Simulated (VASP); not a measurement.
# Mo (Im-3m) in VASP: further runs

The runs below take Mo through single point, with PBEsol.

Program: VASP 6.6.1. These are calculated values, not measurements. Logs are shortened: lines on timing, memory, paths and dates and some standing lists are left out, and cuts for length are marked.

**1. The cell of the first run**

Symmetry: Im-3m, No. 229, cubic system. The conventional cell has a = 2.906 Å, b = 2.906 Å, c = 2.906 Å, α = 90.00°, β = 90.00°, γ = 90.00°. Mo (site symmetry m-3m) has 14 Mo at 2.52 to 2.91 Å within 3.3 Å.

**2. Single point, PBEsol (volume scaled by 0.8)**

INCAR

```
  ALGO = Normal
  EDIFF = 1E-6
  ENCUT = 520
  GGA = PS
  ISIF = 2
  ISMEAR = -1
  LASPH = True
  LCHARG = True
  LELF = True
  LREAL = False
  LVHAR = True
  LWAVE = False
  NBANDS = 13
  NELM = 60
  PREC = Accurate
  SIGMA = 0.08
```

KPOINTS

```
k-points
0
Gamma
  17 17 17
```

POSCAR

```
Mo
1.0
   -1.4528789333      1.4528789333      1.4528789333
    1.4528789333     -1.4528789333      1.4528789333
    1.4528789333      1.4528789333     -1.4528789333
Mo
1
Direct
    0.0000000000      0.0000000000      0.0000000000
```

Potentials or basis: VASP PAW PBE potentials, release 64 (Mo_sv).

Run with:

```
> cat potpaw_PBE.64/Mo_sv/POTCAR > POTCAR
> mpirun -np 1 vasp_std > vasp.out
```

OUTCAR:

```text
EDIFF = 1E-6
   ENCUT = 520
   GGA = PS
   ISIF = 2
   ISMEAR = -1
   LASPH = True
   LREAL = False
   NELM = 60
   PREC = Accurate

 ion  position               nearest neighbor table
   1  0.000  0.000  0.000-

  LATTYP: Found a body centered cubic cell.
 ALAT       =     2.9057578666

  Lattice vectors:

 A1 = (  -1.4528789333,   1.4528789333,   1.4528789333)
 A2 = (   1.4528789333,  -1.4528789333,   1.4528789333)
 A3 = (   1.4528789333,   1.4528789333,  -1.4528789333)

Analysis of symmetry for initial positions (statically):
=====================================================================
 Subroutine PRICEL returns:
 Original cell was already a primitive cell.

 Routine SETGRP: Setting up the symmetry group for a
 body centered cubic supercell.

 Subroutine GETGRP returns: Found 48 space group operations
 (whereof 48 operations were pure point group operations)
 out of a pool of 48 trial point group operations.

The static configuration has the point symmetry O_h .

Analysis of symmetry for dynamics (positions and initial velocities):
=====================================================================
 Subroutine PRICEL returns:
 Original cell was already a primitive cell.

 Routine SETGRP: Setting up the symmetry group for a
 body centered cubic supercell.

 Subroutine GETGRP returns: Found 48 space group operations
 (whereof 48 operations were pure point group operations)
 out of a pool of 48 trial point group operations.

The dynamic configuration has the point symmetry O_h .

 Subroutine INISYM returns: Found 48 space group operations
 (whereof 48 operations are pure point group operations),
 and found     1 'primitive' translations

----------------------------------------------------------------------------------------

                                     Primitive cell

  volume of cell :      12.2673

  direct lattice vectors                    reciprocal lattice vectors
    -1.452878933  1.452878933  1.452878933     0.000000000  0.344144298  0.344144298
     1.452878933 -1.452878933  1.452878933     0.344144298  0.000000000  0.344144298
     1.452878933  1.452878933 -1.452878933     0.344144298  0.344144298  0.000000000

  length of vectors
     2.516460130  2.516460130  2.516460130     0.486693533  0.486693533  0.486693533

  position of ions in fractional coordinates (direct lattice)
     0.000000000  0.000000000  0.000000000

[... 81 lines left out ...]
   ISIF   =      2    stress and relaxation
   ISYM   =      2    0-nonsym 1-usesym 2-fastsym
   POTIM  = 0.5000    time-step for ionic-motion
   TEBEG  =    0.0;   TEEND  =   0.0 temperature during run
   PSTRESS=    0.0 pullay stress
   NELECT =      14.0000    total number of electrons
   NUPDOWN=      -1.0000    fix difference up-down
   EMIN   =  10.00;   EMAX   =-10.00  energy-range for DOS
   EFERMI =   0.00;   METHOD = LEGACY
   ISMEAR =    -1;   SIGMA  =   0.08  broadening in eV -4-tet -1-fermi 0-gaus
   EFERMI_NEDOS =   21; number of points for ismear=-14 and -15
   IALGO  =     38    algorithm
   IMIX   =      4    mixing-type and parameters
     AMIX     =   0.40;   BMIX     =  1.00
     AMIX_MAG =   1.60;   BMIX_MAG =  1.00
  volume/ion in A,a.u.               =      12.27        82.78
  Fermi-wavevector in a.u.,A,eV,Ry     =   1.710809  3.232959 39.822429  2.926866
  Thomas-Fermi vector in A             =   2.789039
   LORBIT       =      0    0 simple, 1 ext, 2 COOP (PROOUT), +10 PAW based schemes
   GGA     = PS    functional components
   LHFCALC =     F    Hartree Fock is set to
   AEXX    =    0.0000 exact exchange contribution
   IVDW    =     0    specifies the selected vdW correction
   LEPSILON=     F    determine dielectric tensor
   LRPA    =     F    only Hartree local field effects (RPA)
 non-spin polarized calculation
  energy-cutoff  :      520.00
  volume of cell :       12.27
 maximum number of plane-waves:       341
   NGX =  9   NGY =  9   NGZ =  9

 number of electron      14.0000001 magnetization

 Free energy of the ion-electron system (eV)
  ---------------------------------------------------
  ext. energy  EPLUGINS =         0.00000000
  ---------------------------------------------------
  free energy    TOTEN  =       -10.98846204 eV

  energy without entropy =      -10.97565585  energy(sigma->0) =      -10.98205894

 E-fermi :  16.9148     XC(G=0): -14.9484

 val. band max:       16.8876951833   @ k =  -0.2941   0.3529   0.2353
 cond. band min:      16.9261198448   @ k =  -0.4706   0.4706   0.2941
 fundamental gap:      0.0384246615
 Fermi energy:        16.9147598209

 k-point     1 :       0.0000    0.0000    0.0000
  band No.  band energies     occupation
      1     -44.6583      2.00000
      2     -17.0929      2.00000
      3     -17.0929      2.00000
      4     -17.0929      2.00000
      5       8.9249      2.00000
      6      14.8248      2.00000
      7      14.8248      2.00000
      8      14.8248      2.00000
      9      18.8473      0.00000
     10      18.8473      0.00000
     11      31.7871      0.00000
     12      31.7871      0.00000
     13      31.7871      0.00000
[... 354 lines left out ...]
  band No.  band energies     occupation
      1     -44.2048      2.00000
      2     -18.9796      2.00000
      3     -17.7277      2.00000
      4     -17.2979      2.00000
      5      11.6682      2.00000
      6      13.1654      2.00000
      7      14.0598      2.00000
      8      17.6540      0.00019
      9      19.7872      0.00000
     10      20.6035      0.00000
     11      33.4694      0.00000
     12      34.6560      0.00000
     13      37.5010      0.00000

 [... further k-points ...]

------------------------ aborting loop because EDIFF is reached ----------------------------------------

  FORCE on cell =-STRESS in cart. coord.  units (eV):
  Direction    XX          YY          ZZ          XY          YZ          ZX
  --------------------------------------------------------------------------------------
  -------------------------------------------------------------------------------------
  Total        7.6063905      7.6063905      7.6063905     -0.0000000     -0.0000000      0.0000000
  in kB      993.4383659    993.4383659    993.4383659     -0.0000000     -0.0000000      0.0000000
  external PRESSURE =     993.4383659 kB  Pullay stress =       0.0000000 kB

 VOLUME and BASIS-vectors are now :
 -----------------------------------------------------------------------------
  energy-cutoff  :      520.00
  volume of cell :       12.27
      direct lattice vectors                 reciprocal lattice vectors
    -1.452878933  1.452878933  1.452878933     0.000000000  0.344144298  0.344144298
     1.452878933 -1.452878933  1.452878933     0.344144298  0.000000000  0.344144298
     1.452878933  1.452878933 -1.452878933     0.344144298  0.344144298  0.000000000

 POSITION                                       TOTAL-FORCE (eV/Angst)
 -----------------------------------------------------------------------------------
      0.00000      0.00000      0.00000         0.000000      0.000000      0.000000
 -----------------------------------------------------------------------------------
    total drift:                                0.000000      0.000000      0.000000

  FREE ENERGIE OF THE ION-ELECTRON SYSTEM (eV)
  ---------------------------------------------------
  free  energy   TOTEN  =       -10.9884620394 eV

  energy  without entropy=      -10.9756558493  energy(sigma->0) =      -10.98205894
```

OSZICAR:

```text
N       E                     dE             d eps       ncg     rms          rms(c)
DAV:   1     0.929541516448E+02    0.92954E+02   -0.81221E+03  4343   0.114E+03
DAV:   2    -0.104426415102E+02   -0.10340E+03   -0.99097E+02  4870   0.320E+02
DAV:   3    -0.115142688513E+02   -0.10716E+01   -0.10698E+01  4825   0.327E+01
DAV:   4    -0.115163420293E+02   -0.20732E-02   -0.20731E-02  4855   0.172E+00
DAV:   5    -0.115163523215E+02   -0.10292E-04   -0.10292E-04  4870   0.109E-01    0.274E+01
DAV:   6    -0.110834503268E+02    0.43290E+00   -0.42833E-01  4495   0.854E+00    0.110E+01
DAV:   7    -0.109929140850E+02    0.90536E-01   -0.14679E-01  4745   0.483E+00    0.887E-01
DAV:   8    -0.109884401278E+02    0.44740E-02   -0.46503E-03  4390   0.904E-01    0.172E-01
DAV:   9    -0.109884559453E+02   -0.15817E-04   -0.29498E-05  5130   0.606E-02    0.871E-02
DAV:  10    -0.109884618477E+02   -0.59025E-05   -0.87687E-06  4485   0.380E-02    0.145E-03
DAV:  11    -0.109884620394E+02   -0.19161E-06   -0.15091E-07  2370   0.533E-03
   1 F= -.10988462E+02 E0= -.10982059E+02  d E =-.128062E-01
```

It took 29 s on 1 thread of Intel Xeon 8259CL, shared host; peak memory 0.14 GiB.

What came out:

```yaml
Free_energy: -10.9885 eV
Pressure: 99.3 GPa
Band_gap_on_the_k_mesh: zero (band 7 reaches 22.01 eV, above the bottom of band 8 at 14.82 eV)
```

Levels at points of the mesh, in eV from the Fermi level:
| k point | band 5 | band 6 | band 7 | band 8 | band 9 | band 10 |
| --- | --- | --- | --- | --- | --- | --- |
| (0.00, 0.00, 0.00) | -7.99 | -2.09 | -2.09 | -2.09 | 1.93 | 1.93 |

Caveat: the PAW data sets were made with another functional, which shifts forces and pressure a little.

(Continued in part 2 of 2.)
